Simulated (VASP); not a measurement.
# Ge in VASP: further runs, part 2 of 2

VASP 6.6.1.

## Step 4: Single point, PBE

This run uses another cell than the first one, of 20.60 Å³/atom, 0.894 times its volume.

Contents of INCAR:

```
SYSTEM = Ge
ALGO = Normal
EDIFF = 1E-7
ENCUT = 520
GGA = PE
ISIF = 2
ISMEAR = 0
ISYM = 0
LASPH = .TRUE.
LCHARG = .FALSE.
LREAL = .FALSE.
LWAVE = .FALSE.
NBANDS = 111
NELM = 80
PREC = Accurate
SIGMA = 0.1
```

Contents of KPOINTS:

```
Automatic mesh
0
Gamma
  2 2 2
  0.5 0.5 0.5
```

Contents of POSCAR:

```
Ge
1.0
    5.5914547087      0.1068525801     -0.7690415913
    0.1263439880      7.4120036455      0.0107172591
   -0.7612071739      0.0018258431      7.0672595257
Ge
14
Direct
    0.1381829559      0.7167013993      0.8851991003
    0.4079587990      0.1749246729      0.8933235054
    0.8161008766      0.9479004486      0.5700422338
    1.0898947670      0.1663248961      0.3848441753
    0.5222274186      0.1397565415      0.2793580918
    0.9238618207      0.1598327644      0.8927284508
    0.0821566449      0.4126663019      0.6607536011
    0.8769115626      0.6662602660      0.3402710662
    0.6207471321      0.4454374423      0.7688418062
    0.0817949733      0.4411101131      0.1332462840
    0.3589855669      0.9085225141      0.6490560722
    0.3625387730      0.7913907174      0.2649498265
    0.5164379013      0.4657190699      0.3968094546
    0.6858340543      0.7468631652     -0.0519093794
```

Potentials or basis: VASP PAW PBE potentials, release 64 (Ge_d).

Launch:

```
> cat potpaw_PBE.64/Ge_d/POTCAR > POTCAR
> mpirun -np 1 vasp_std > vasp.out
```

OUTCAR:

```text
SYSTEM = Ge
   EDIFF = 1E-7
   ENCUT = 520
   GGA = PE
   ISIF = 2
   ISMEAR = 0
   ISYM = 0
   LASPH = .TRUE.
   LREAL = .FALSE.
   NELM = 80
   PREC = Accurate

 ion  position               nearest neighbor table
   1  0.138  0.717  0.885-  14 2.70  11 2.74   7 2.74  12 2.76  10 2.78
   2  0.408  0.175  0.893-  11 2.61   9 2.63   5 2.67   6 2.74   7 2.74   6 2.91
   3  0.816  0.948  0.570-   5 2.69   8 2.71   6 2.74  11 2.80   4 2.81
   4  0.090  0.166  0.385-   7 2.69  10 2.70   5 2.72  11 2.81   3 2.81
   5  0.522  0.140  0.279-  13 2.56   2 2.67   3 2.69   4 2.72  12 2.76
   6  0.924  0.160  0.893-   9 2.68  10 2.73   3 2.74   2 2.74   7 2.80   2 2.91
   7  0.082  0.413  0.661-   4 2.69   2 2.74   1 2.74   6 2.80   9 2.89
   8  0.877  0.666  0.340-  10 2.64  13 2.67   3 2.71  14 2.79
   9  0.621  0.445  0.769-  14 2.57  13 2.57   2 2.63   6 2.68   7 2.89
  10  0.082  0.441  0.133-   8 2.64   4 2.70  13 2.72   6 2.73   1 2.78
  11  0.359  0.909  0.649-   2 2.61  14 2.70   1 2.74   3 2.80   4 2.81  12 2.87
  12  0.363  0.791  0.265-  13 2.63   1 2.76   5 2.76  11 2.87
  13  0.516  0.466  0.397-   5 2.56   9 2.57  12 2.63   8 2.67  10 2.72
  14  0.686  0.747  0.948-   9 2.57   1 2.70  11 2.70   8 2.79
[... 613 lines left out ...]
  Direction    XX          YY          ZZ          XY          YZ          ZX
  --------------------------------------------------------------------------------------
  -------------------------------------------------------------------------------------
  Total       -0.1579168      0.0702646      0.1548743     -0.0566848     -0.0274651     -0.0808920
  in kB       -0.8771114      0.3902679      0.8602124     -0.3148423     -0.1525481     -0.4492952
  external PRESSURE =       0.1244563 kB  Pullay stress =       0.0000000 kB

 VOLUME and BASIS-vectors are now :
 -----------------------------------------------------------------------------
  energy-cutoff  :      520.00
  volume of cell :      288.46
      direct lattice vectors                 reciprocal lattice vectors
     5.591454709  0.106852580 -0.769041591     0.181594306 -0.003123714  0.019560141
     0.126343988  7.412003645  0.010717259    -0.002622760  0.134961452 -0.000317362
    -0.761207174  0.001825843  7.067259526     0.019764618 -0.000544579  0.143626530

 POSITION                                       TOTAL-FORCE (eV/Angst)
 -----------------------------------------------------------------------------------
      0.18937      5.32857      6.15734        -0.010075     -0.014632     -0.018190
      1.62318      1.34176      6.00149        -0.018694     -0.037402      0.013484
      4.24903      7.11408      3.41118         0.012467      0.000962     -0.014581
      0.23071      1.24311      2.65244         0.005386      0.005281     -0.002378
      2.72502      1.09219      1.57418        -0.019847      0.003206     -0.009645
      4.50637      1.28503      5.60037        -0.002404      0.000312      0.005217
      0.00854      3.06867      4.61096         0.006222      0.016820     -0.010963
      4.72837      5.03265      1.73754        -0.009117      0.014216      0.010538
      2.94191      3.36932      4.96100         0.022584      0.022540     -0.025390
      0.41166      3.27849      0.88351         0.009276     -0.017007     -0.000083
      1.62797      6.77352      4.32071         0.013050      0.002414      0.015610
      1.92542      5.90501      1.60214        -0.000079     -0.028454      0.007983
      2.64443      3.50782      2.41218        -0.006701      0.024622      0.033925
      3.20748      5.61077      6.18097        -0.002070      0.007122     -0.005529
 -----------------------------------------------------------------------------------
    total drift:                                0.000504     -0.000327      0.000685

  FREE ENERGIE OF THE ION-ELECTRON SYSTEM (eV)
  ---------------------------------------------------
  free  energy   TOTEN  =       -60.5419809998 eV

  energy  without entropy=      -60.5393150336  energy(sigma->0) =      -60.54064802
```

OSZICAR:

```text
N       E                     dE             d eps       ncg     rms          rms(c)
DAV:   1     0.296861590719E+04    0.29686E+04   -0.82619E+04  1022   0.504E+03
DAV:   2     0.606890415616E+03   -0.23617E+04   -0.23063E+04   888   0.127E+03
DAV:   3     0.345904459217E+02   -0.57230E+03   -0.55550E+03   888   0.314E+02
[... 12 lines left out ...]
DAV:  16    -0.605419811306E+02   -0.44699E-06   -0.85416E-06   952   0.261E-02    0.158E-03
DAV:  17    -0.605419810041E+02    0.12654E-06   -0.18628E-06   840   0.215E-02    0.859E-04
DAV:  18    -0.605419808220E+02    0.18202E-06   -0.29778E-07   664   0.188E-02    0.370E-04
DAV:  19    -0.605419809965E+02   -0.17447E-06   -0.13765E-06   816   0.112E-02    0.479E-04
DAV:  20    -0.605419809998E+02   -0.33178E-08   -0.59524E-08   528   0.657E-03
   1 F= -.60541981E+02 E0= -.60540648E+02  d E =-.266597E-02
```

stdout:

```text
POSCAR found type information on POSCAR Ge
 POSCAR found :  1 types and      14 ions
 scaLAPACK will be used
 LDA part: xc-table for (Slater+PW92), standard interpolation
 POSCAR, INCAR and KPOINTS ok, starting setup
 FFT: planning ... GRIDC
 FFT: planning ... GRID_SOFT
 FFT: planning ... GRID
 WAVECAR not read
 entering main loop
```

Wall time 3.2 min (1 thread of Intel Xeon 6975P-C, shared host); peak memory 0.37 GiB.

Results:

```yaml
Free_energy: -60.5420 eV
Pressure: 0.0 GPa
Largest_force: 0.044 eV/Å
Band_gap_on_the_k_mesh: zero (band 98 reaches 5.88 eV, above the bottom of band 99 at 5.57 eV)
```

Forces on the atoms (eV/Å):
```
Ge  -0.010 -0.015 -0.018
Ge  -0.019 -0.037  0.013
Ge   0.012  0.001 -0.015
Ge   0.005  0.005 -0.002
Ge  -0.020  0.003 -0.010
Ge  -0.002  0.000  0.005
Ge   0.006  0.017 -0.011
Ge  -0.009  0.014  0.011
Ge   0.023  0.023 -0.025
Ge   0.009 -0.017  0.000
Ge   0.013  0.002  0.016
Ge   0.000 -0.028  0.008
Ge  -0.007  0.025  0.034
Ge  -0.002  0.007 -0.006
```

Levels at points of the mesh, in eV from the Fermi level:
```tsv
k point	band 96	band 97	band 98	band 99	band 100	band 101
(0.25, 0.25, 0.25)	-1.18	-0.52	-0.46	0.57	0.84	1.16
```

Caveat: the k points lie up to 0.57 Å⁻¹ apart.

## Step 5: Single point, PBE

Contents of INCAR:

```
SYSTEM = Ge
PREC = Accurate
ENCUT = 520
EDIFF = 1E-7
ISMEAR = -1
SIGMA = 0.2585
LREAL = .FALSE.
LASPH = .TRUE.
NELM = 60
ALGO = Normal
ISIF = 2
LWAVE = .FALSE.
LCHARG = .FALSE.
GGA = PE
NBANDS = 111
ISYM = 0
```

Contents of KPOINTS:

```
Automatic mesh
0
Gamma
  1 1 1
  0.25 0.25 0.25
```

Contents of POSCAR:

```
Ge
1.0
    6.6784480000      0.0216250000     -0.1503050000
    0.0216250000      7.0326220000     -0.1691540000
   -0.1503050000     -0.1691540000      6.8752970000
Ge
14
Direct
    0.3274407433      0.8431503723      0.8340314955
    0.6002591465      0.2899371273      0.7004317015
    0.8438997112      0.7261960588      0.8618697220
    1.0742335498      0.2512578619      0.5210628641
    0.2273494758      0.1268366098      0.1364990753
   -0.0173085493      0.8187766632      0.1860936024
    0.1148964306      0.6007005992      0.4890920955
    0.9598628451      0.3880383835      0.9889054145
    0.6573571390      0.5880621402      0.5891441676
    0.3112804360      0.4319116958      0.8119177393
    0.3181480129     -0.0039849793      0.4901752116
    0.4878718240      0.8219761202      0.1971846632
    0.7036286190      0.1826530040      0.1558432146
    0.7065262718      0.9399479697      0.5074571164
```

Launch:

```
> cat potpaw_PBE.64/Ge_d/POTCAR > POTCAR
> mpirun -np 1 vasp_std > vasp.out
```

Run time: 1.7 min. Hardware: 1 thread of Intel Xeon Platinum 8259CL at 2.50GHz (Skylake/Cascade Lake), shared host; peak memory 0.35 GiB.

Results (log left out):

- Free energy: -56.0408 eV
- Pressure: 3.1 GPa
- Largest force: 3.377 eV/Å
- Band gap on the k mesh: 0.24 eV

Forces on the atoms (eV/Å):
```
Ge  -0.271 -0.652 -0.032
Ge   1.649 -2.939  0.221
Ge   0.706  0.458  0.148
Ge  -1.387  0.332  0.476
Ge   0.058 -0.201 -0.402
Ge   0.395  0.586  0.606
Ge  -0.184  0.823  0.433
Ge   0.129  0.125 -0.397
Ge  -0.002  0.736 -1.648
Ge  -2.151  1.513  0.749
Ge   0.195 -0.740  0.722
Ge   0.460 -0.314 -0.916
Ge  -0.265 -0.475 -0.007
Ge   0.668  0.748  0.045
```

Stress tensor (GPa, compression positive):
```
3.62 0.05 0.52
0.05 4.11 1.83
0.52 1.83 1.48
```

Levels at points of the mesh, in eV from the valence-band top:
```csv
k point,band 96,band 97,band 98,band 99,band 100,band 101
"(0.25, 0.25, 0.25)",-0.61,-0.47,0.00,0.24,0.47,0.52
```

Caveat: the k points lie up to 0.94 Å⁻¹ apart.

## Step 6: Overview

| cell | k mesh | smearing | gap on the mesh (eV) | pressure (GPa) | largest force (eV/Å) |
| --- | --- | --- | --- | --- | --- |
| a = 6.680, b = 7.035, c = 6.879 Å, angles 92.8, 92.5, 89.6°, 14 atoms | 1 × 1 × 1, shifted | fermi-dirac 0.05 eV | 0.87 | -0.7 | 1.19 |
| a = 5.645, b = 7.413, c = 7.108 Å, angles 90.0, 104.0, 88.0°, 14 atoms | 2 × 2 × 2, shifted | gaussian 0.1 eV | none | 0.0 | 0.04 |
| a = 6.680, b = 7.035, c = 6.879 Å, angles 92.8, 92.5, 89.6°, 14 atoms | 1 × 1 × 1, shifted | fermi-dirac 0.2585 eV | 0.24 | 3.1 | 3.38 |

Some of these runs hold the atoms at other places in the same cell, which the table doesn't show; runs alike in all that it shows share one row.

Alike in all rows: task single point; level PBE; potentials or basis VASP PAW PBE potentials, release 64 (Ge_d); no spin polarisation; cutoff (eV) 520.

Caveats: all runs use coarse meshes.

Total energies depend on the potentials used, so only differences within one code and one set of settings carry meaning.
